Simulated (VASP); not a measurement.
Wanted: the native input for a VASP 6.6.1 run.

| Item | Value |
| --- | --- |
| Task | relaxation of cell and atoms |
| Functional | PBE |
| Potentials or basis | VASP PAW PBE potentials, release 64 (Mg, Cd, Te) |
| Cutoff | 600 eV |
| k mesh | 4 × 4 × 4 |
| Occupations | gaussian, width 0.02 eV |
| Spin | no spin polarisation |
| Dipole correction | no |
| Further INCAR settings | ALGO = Normal; EDIFF = 1e-06; IBRION = 2; EDIFFG = -0.01; NSW = 100; ISIF = 3 |

The structure of Mg3CdTe4 lies in POSCAR:

```
Mg3CdTe4
1.0
    6.5156949091      0.0000000000      0.0000000000
    0.0000000000      6.5156949091      0.0000000000
    0.0000000000      0.0000000000      6.5156949091
Mg Cd Te
3 1 4
Direct
    0.0000000000      0.0000000000      0.5000000000
    0.0000000000      0.5000000000      0.0000000000
    0.5000000000      0.0000000000      0.0000000000
    0.5000000000      0.5000000000      0.5000000000
    0.7529771202      0.7529771202      0.7529771202
    0.7529771202      0.2470228798      0.2470228798
    0.2470228798      0.7529771202      0.2470228798
    0.2470228798      0.2470228798      0.7529771202
```

One way to write it, as run:

INCAR

```
SYSTEM = Mg3CdTe4
PREC     = Accurate       ! precision mode
ENCUT    = 600            ! plane-wave cutoff, eV
EDIFF    = 1E-6           ! SCF threshold, eV
ISMEAR   = 0              ! smearing method
SIGMA    = 0.02           ! smearing width, eV
LREAL    = .FALSE.        ! projectors in reciprocal space
LASPH    = .TRUE.         ! aspherical terms in the spheres
NELM     = 100            ! most SCF steps
ALGO     = Normal         ! electronic algorithm
ISIF     = 3              ! what is computed and relaxed
LWAVE    = .FALSE.        ! write WAVECAR
LCHARG   = .FALSE.        ! write CHGCAR
GGA      = PE             ! functional
IBRION   = 2              ! ionic algorithm
NSW      = 100            ! ionic steps
EDIFFG   = -0.01          ! ionic threshold
```

KPOINTS

```
regular mesh
0
G
  4 4 4
  0 0 0
```

Potentials or basis: VASP PAW PBE potentials, release 64 (Mg, Cd, Te).

Command:

```sh
$ cat potpaw_PBE.64/Mg/POTCAR potpaw_PBE.64/Cd/POTCAR potpaw_PBE.64/Te/POTCAR > POTCAR
$ mpirun -np 1 vasp_std > vasp.out
```

It gave:

```
Relaxed volume                         : 34.89 Å³/atom
Relaxed cell                           : a = 6.535 Å, b = 6.535 Å, c = 6.535 Å, α = 90.00°, β = 90.00°, γ = 90.00°
Space group after relaxing (to 0.05 Å) : P-43m (No. 215)
Energy gained by relaxing              : 0.4 meV/atom
Ionic steps                            : 6
Pressure after relaxing                : 0.0 GPa
Band gap on the k mesh                 : 1.77 eV, direct
```

Caveat: spin-orbit coupling is left out, which moves the levels of the heavy elements.

Run time: 3.4 min on 1 thread of Intel(R) Xeon(R) Platinum 8488C (Sapphire Rapids), on a shared host, peak memory 0.49 GiB.
